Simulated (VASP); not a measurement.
The system is LiH.

```
CELL_PARAMETERS angstrom
0.00000 2.05650 2.05650
2.05650 0.00000 2.05650
2.05650 2.05650 0.00000
ATOMIC_POSITIONS crystal
Li 0.00000 0.00000 0.00000
H 0.50000 0.50000 0.50000
```

| Property | Result |
| --- | --- |
| Program | VASP 6.6.1 |
| Task | relaxation of cell and atoms |
| Functional | PBE |
| Potentials or basis | VASP PAW PBE potentials, release 64 (Li_sv, H) |
| Cutoff | 600 eV |
| k mesh | 10 × 10 × 10 |
| Occupations | gaussian, width 0.02 eV |
| Spin | no spin polarisation |

At the start: pressure -2.7 GPa; volume 8.70 Å³/atom.

Problem. How do energy, volume and symmetry change on relaxing?

Solution. Over 4 steps the energy falls by 6.4 meV/atom and the volume is 7.98 Å³/atom (-8.3 %); space group Fm-3m (No. 225, to 0.05 Å).

The path:
| step | energy change (eV) | largest force (eV/Å) | pressure (GPa) | volume (Å³) |
| --- | --- | --- | --- | --- |
| 1 | 0.0000 | 0.0000 | -2.69 | 17.39 |
| 2 | -0.0054 | 0.0000 | -2.09 | 17.03 |
| 3 | -0.0126 | 0.0000 | -0.33 | 16.12 |
| 4 | -0.0127 | 0.0000 | 0.02 | 15.96 |

Final structure:
```
Li H
1.0
     0.00000    1.99828    1.99828
     1.99828    0.00000    1.99828
     1.99828    1.99828    0.00000
Li H
1 1
Direct
  0.00000 0.00000 0.00000
  0.50000 0.50000 0.50000
```

Caveat: the cutoff is under 1.25 times the usual one of these potentials, so pressure, stress and relaxed cells hold a basis-set (Pulay) error.
